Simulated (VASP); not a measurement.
# Ga: single point with PBE

Ga:

```
Ga
1.0
     2.93582   -1.86321    0.00000
     2.93582    1.86321    0.00000
    -2.13543    0.00000    4.07308
Ga
2
Cartesian
  0.0491 0.0000 0.6232
  3.6872 0.0000 3.4499
```

* Program: VASP 6.6.1
* Task: single point
* Functional: PBE
* Potentials or basis: VASP PAW PBE potentials, release 64 (Ga_d)
* Cutoff: 520 eV
* k mesh: 6 × 6 × 4
* Occupations: gaussian, width 0.1 eV
* Spin: no spin polarisation

```json
{"Pressure": "151.5 GPa", "Largest force": "105.337 eV/Å", "Band gap on the k mesh": "zero (bands 13 and 14 overlap by 3.34 eV)"}
```

Forces on the atoms (eV/Å):
```
Ga     8.297    0.000  105.009
Ga    -8.297    0.000 -105.009
```

Stress tensor (GPa, compression positive):
```
 -3.71   0.00  37.17
  0.00  -7.03   0.00
 37.17   0.00 465.38
```

Levels at points of the mesh, in eV from the Fermi level:
```tsv
k point	band 9	band 10	band 11	band 12	band 13	band 14	band 15	band 16	band 17	band 18
(0.00, 0.00, 0.00)	-17.30	-17.29	-9.49	-0.30	0.68	2.60	3.08	8.60	9.85	10.40
(0.50, 0.00, 0.00)	-17.30	-17.27	-6.84	-4.08	0.05	1.82	2.07	6.73	7.75	7.91
(0.50, 0.50, 0.00)	-17.30	-17.27	-5.79	-3.52	-1.39	-0.19	1.64	4.94	8.96	10.00
(0.00, 0.00, 0.50)	-17.30	-17.29	-8.61	-5.09	2.07	2.82	8.02	8.93	10.31	10.92
(0.50, 0.00, 0.50)	-17.30	-17.28	-6.52	-3.82	-1.36	1.13	1.27	6.25	8.87	11.31
(0.50, 0.50, 0.50)	-17.30	-17.27	-6.27	-3.98	0.61	1.00	2.47	6.06	6.33	7.17
```

It took 18 s on 1 thread of Intel(R) Xeon(R) 6975P-C (Granite Rapids) (shared host), peak memory 0.18 GiB.

Caveat: the k points lie up to 0.39 Å⁻¹ apart, too coarse for converged energies and pressures of a metal; atoms lie so close that the PAW spheres overlap strongly, which falsifies energies and pressures; forces of over 1 eV/Å act on the atoms, so gaps and moduli don't describe the material at rest.
